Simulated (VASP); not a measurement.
Mg, 1 atom in the cell. The structure is tetragonal, space group I4/mmm (No. 139). The conventional cell has a = 3.672 Å, b = 3.672 Å, c = 3.359 Å, α = 90.00°, β = 90.00°, γ = 90.00°. Within 4.1 Å of Mg (site symmetry 4/mmm) lie 14 Mg at 3.09 to 3.67 Å. 

| Quantity | Value |
| --- | --- |
| Program | VASP 6.6.1 |
| Task | relaxation of cell and atoms |
| Functional | r2SCAN |
| Potentials or basis | VASP PAW PBE potentials, release 64 (Mg) |
| Cutoff | 600 eV |
| k mesh | 16 × 16 × 16 |
| Occupations | gaussian, width 0.1 eV |
| Spin | no spin polarisation |
| Dipole correction | no |
| Further INCAR settings | ALGO = Normal; EDIFF = 1e-06; IBRION = 2; EDIFFG = -0.005; NSW = 100; ISIF = 3 |

Potentials or basis: VASP PAW PBE potentials, release 64 (Mg).

Run with:

```console
$ cat potpaw_PBE.64/Mg/POTCAR > POTCAR
$ cp INCAR.step1 INCAR
$ mpirun -np 1 vasp_std > vasp.out
$ cp INCAR.step2 INCAR
$ mpirun -np 1 vasp_std > vasp.out
```

Hardware: 1 thread of Intel(R) Xeon(R) Platinum 8488C (Sapphire Rapids) (shared host).

Task: How long does it take, and how much memory?

Result: Wall time 6 min on 1 thread of Intel(R) Xeon(R) Platinum 8488C (Sapphire Rapids), with other jobs on the host, peak memory 0.22 GiB. Counts: k points 349, ion steps 7.
